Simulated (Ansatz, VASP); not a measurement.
## Two plane-wave programs on N

```
N
1.0
     1.85561    0.00000    0.00000
     0.00000    1.85561    0.00000
     0.00000    0.00000    1.85561
N
1
Direct
  0.00000 0.00000 0.00000
```

Alike in both runs: functional r2SCAN; k mesh 22 × 22 × 22; occupations gaussian, width 0.1 eV; no spin polarisation.

Ansatz relaxed the structure, and its values are those at the end. VASP's run is a single point on that final structure, the one shown.

```csv
,VASP,Ansatz
version,VASP 6.6.1,Ansatz 0.2.0
potentials or method,"VASP PAW PBE potentials, release 64 (N), cutoff 520 eV","scalar-relativistic, plane waves, PAW"
valence electrons in the cell,5,5
```

VASP gave:

* gap on the k mesh at the Fermi level (eV): none
* pressure (GPa): -0.2

Question: Which values does Ansatz return?

Answer: gap on the k mesh at the Fermi level (eV): none; pressure (GPa): 0.0.

VASP's potentials were made for PBE, not for r2SCAN. A gap of «none» marks a metal or a gap that the smearing closes.
